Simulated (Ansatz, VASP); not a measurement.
## Two plane-wave programs on Si5P2

File INCAR:

```
SYSTEM = Si5P2
ALGO = Normal ; EDIFF = 1E-6
EDIFFG = -0.01 ; ENCUT = 600
GGA = PE ; IBRION = 2
ISIF = 3 ; ISMEAR = 0
LASPH = .True. ; LCHARG = .False.
LREAL = .False. ; LWAVE = .False.
NELM = 100 ; NSW = 100
PREC = Accurate ; SIGMA = 0.1
```

File KPOINTS:

```
k-points
0
Gamma
  12 12 4
  0 0 0
```

File POSCAR:

```
Si5P2
1.0
    3.7793320328      0.0000000000      0.0000000000
   -1.8896660164      3.2729975498      0.0000000000
    0.0000000000      0.0000000000     10.8335498395
Si P
5 2
Direct
    0.3333333333      0.6666666667      0.3148611709
    0.6666666667      0.3333333333      0.6851388291
    0.0000000000      0.0000000000      0.3913774746
    0.0000000000      0.0000000000      0.6086225254
    0.0000000000      0.0000000000      0.0000000000
    0.3333333333      0.6666666667      0.1068368072
    0.6666666667      0.3333333333      0.8931631928
```

Input for Ansatz:

```yaml
crystal:
  lattice:
    - [3.7793320328, 0.0, 0.0]
    - [-1.8896660164, 3.2729975498, 0.0]
    - [0.0, 0.0, 10.8335498395]
  atoms:
    - { symbol: Si, position: [0.3333333333, 0.6666666667, 0.3148611709] }
    - { symbol: Si, position: [0.6666666667, 0.3333333333, 0.6851388291] }
    - { symbol: Si, position: [0.0, 0.0, 0.3913774746] }
    - { symbol: Si, position: [0.0, 0.0, 0.6086225254] }
    - { symbol: Si, position: [0.0, 0.0, 0.0] }
    - { symbol: P, position: [0.3333333333, 0.6666666667, 0.1068368072] }
    - { symbol: P, position: [0.6666666667, 0.3333333333, 0.8931631928] }
basis:
  ecutwfc: 420
kpoints:
  mp_grid: { grid: [12, 12, 4] }
hamiltonian:
  xc: pbe
scf:
  occupations: { method: gaussian, width: 0.1 }
output:
  forces: true
  stress: true
  eigenvalues: true
relax:
  adjacent_minimum: "off"
  f_tol: 0.01
  max_steps: 80
  cell: { stress_tol: 0.05 }
```

Alike in both runs: task relaxation of cell and atoms; functional PBE; k mesh 12 × 12 × 4; occupations gaussian, width 0.1 eV; no spin polarisation.

|  | VASP | Ansatz |
| --- | --- | --- |
| version | VASP 6.6.1 | Ansatz 0.2.0 |
| potentials or method | VASP PAW PBE potentials, release 64 (Si, P), cutoff 600 eV | scalar-relativistic, plane waves, PAW |
| valence electrons in the cell | 30 | 30 |

Ansatz gave:

| Property | Result |
| --- | --- |
| gap on the k mesh at the Fermi level, each at its own relaxed structure (eV) | none |
| relaxed volume (Å³/atom) | 19.17 |
| relaxed length of the cell vector where the two differ most in proportion (Å) | 3.779 |

Q: Which values does VASP return?

A: gap on the k mesh at the Fermi level, each at its own relaxed structure (eV): none; relaxed volume (Å³/atom): 19.15; relaxed length of the cell vector where the two differ most in proportion (Å): 3.777.

A gap of «none» marks a metal or a gap that the smearing closes.
